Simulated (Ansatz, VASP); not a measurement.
# One calculation of TaN, two programs

```
Ta N
1.0
     0.00000    2.17472    2.17472
     2.17472    0.00000    2.17472
     2.17472    2.17472    0.00000
Ta N
1 1
Direct
  0.50000 0.50000 0.50000
  0.00000 0.00000 0.00000
```

Alike in both runs: functional LDA; k mesh 16 × 16 × 16; occupations fermi-dirac, width 0.15 eV; no spin polarisation.

Ansatz relaxed the structure, and its values are those at the end. VASP's run is a single point on that final structure, the one shown.

|  | VASP | Ansatz |
| --- | --- | --- |
| version | VASP 6.6.1 | Ansatz 0.2.0 |
| potentials or method | VASP PAW LDA potentials, release 64 (Ta_pv, N), cutoff 520 eV | scalar-relativistic, plane waves, PAW |
| valence electrons in the cell | 16 | 18 |

```csv
,VASP,Ansatz,Ansatz less VASP
gap on the k mesh at the Fermi level (eV),none,none,-
pressure (GPa),2.1,0.0,-2.05
```

LDA's correlation is that of Perdew and Zunger in VASP and of Perdew and Wang (1992) in Ansatz. A gap of «none» marks a metal or a gap that the smearing closes. VASP's potentials hold 16 valence electrons a cell and Ansatz's 18, so a difference there can come from the potentials and not from the codes.

Spin-orbit coupling is off throughout.
